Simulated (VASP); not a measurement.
Set up this calculation in VASP 6.6.1, as the native input.

- Task: G0W0 quasiparticle levels
- Functional: PBE
- Potentials or basis: VASP PAW PBE potentials, release 64 (Li_GW, Cl_GW)
- Cutoff: 500 eV
- k mesh: 4 × 4 × 4
- Occupations: gaussian, width 0.01 eV
- Spin: no spin polarisation
- Dipole correction: no
- GW scheme: G0W0
- GW iterations: 1
- Cutoff of the response function: 140
- Frequency points: 96
- Empty bands: 125
- Further INCAR settings: ALGO = EVGW0; EDIFF = 1e-08; NBANDS = 129

Crystal: LiCl.

```
Li Cl
1.0
     0.00000    2.55603    2.55603
     2.55603    0.00000    2.55603
     2.55603    2.55603    0.00000
Li Cl
1 1
Cartesian
  0.0000 0.0000 0.0000
  2.5560 2.5560 2.5560
```

One way to write it, as run:

POSCAR

```
LiCl
1.0
    0.0000000000      2.5560252063      2.5560252063
    2.5560252063      0.0000000000      2.5560252063
    2.5560252063      2.5560252063      0.0000000000
Li Cl
1 1
Direct
    0.0000000000      0.0000000000      0.0000000000
    0.5000000000      0.5000000000      0.5000000000
```

INCAR.step1

```
SYSTEM = LiCl
ALGO = Normal
EDIFF = 1E-8
ENCUT = 500
GGA = PE
ISMEAR = 0
LASPH = .True.
LCHARG = .False.
LREAL = .False.
LWAVE = .True.
NELM = 100
PREC = Accurate
SIGMA = 0.01
```

INCAR.step2

```
SYSTEM = LiCl
ALGO = Exact
EDIFF = 1E-8
ENCUT = 500
GGA = PE
ISMEAR = 0
ISTART = 1
LASPH = .True.
LCHARG = .False.
LOPTICS = .True.
LREAL = .False.
LWAVE = .True.
NBANDS = 129
NELM = 1
PREC = Accurate
SIGMA = 0.01
```

INCAR.step3

```
SYSTEM = LiCl
ALGO = EVGW0
EDIFF = 1E-8
ENCUT = 500
ENCUTGW = 140.0
GGA = PE
ISMEAR = 0
ISTART = 1
LASPH = .True.
LCHARG = .False.
LREAL = .False.
LWAVE = .False.
NBANDS = 129
NBANDSGW = 12
NELMGW = 1
NOMEGA = 96
OMEGAMAX = 30
PREC = Accurate
PRECFOCK = Fast
SIGMA = 0.01
```

KPOINTS

```
k-points
0
Gamma
  4 4 4
  0 0 0
```

Potentials or basis: VASP PAW PBE potentials, release 64 (Li_GW, Cl_GW).

Run with:

```console
$ cat potpaw_PBE.64/Li_GW/POTCAR potpaw_PBE.64/Cl_GW/POTCAR > POTCAR
$ cp INCAR.step1 INCAR
$ mpirun -np 1 vasp_std > vasp.out
$ cp INCAR.step2 INCAR
$ mpirun -np 1 vasp_std > vasp.out
$ cp INCAR.step3 INCAR
$ mpirun -np 1 vasp_std > vasp.out
```

Results of the run:

```
Quasiparticle gap                                   : 8.92 eV
Least direct quasiparticle gap                      : 8.92 eV
Band gap of the starting levels on the mesh         : 6.38 eV
Least direct gap of the starting levels on the mesh : 6.38 eV
```

Caveat: the k points lie up to 0.53 Å⁻¹ apart; bands, screening cutoff and mesh are small and nothing is extrapolated, so the quasiparticle values aren't converged.

Wall time 2.5 min on 1 thread of Intel Xeon 8259CL (shared host), peak memory 0.32 GiB.
